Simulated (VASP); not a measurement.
Ba3Ca4O7, 14 atoms in the cell. The cell holds a disordered packing, 14 atoms: a = 6.146 Å, b = 6.162 Å, c = 6.124 Å, α = 88.94°, β = 86.17°, γ = 89.12°. 

* Program: VASP 6.6.1
* Task: relaxation of cell and atoms
* Functional: PBE
* Potentials or basis: VASP PAW PBE potentials, release 64 (Ba_sv, O, Ca_sv)
* Cutoff: 600 eV
* k mesh: 1 × 1 × 1, shifted
* Occupations: gaussian, width 0.1 eV
* Spin: no spin polarisation
* Dipole correction: no
* Further INCAR settings: ALGO = Normal; EDIFF = 1e-06; ISYM = 0; IBRION = 2; EDIFFG = -0.04; NSW = 90; ISIF = 3

Potentials or basis: VASP PAW PBE potentials, release 64 (Ba_sv, O, Ca_sv).

Command:

```sh
$ cat potpaw_PBE.64/Ba_sv/POTCAR potpaw_PBE.64/O/POTCAR potpaw_PBE.64/Ca_sv/POTCAR > POTCAR
$ mpirun -np 1 vasp_std > vasp.out
```

Hardware: 1 thread of AMD EPYC 9R45 96-Core Processor (Zen 5), with other jobs on the host.

Q: How long does it take, and how much memory?

A: Wall time 26 min on 1 thread of AMD EPYC 9R45 96-Core Processor (Zen 5) (shared host), peak memory 0.36 GiB. Counts: scf iterations 869, k points 1, ion steps 89.
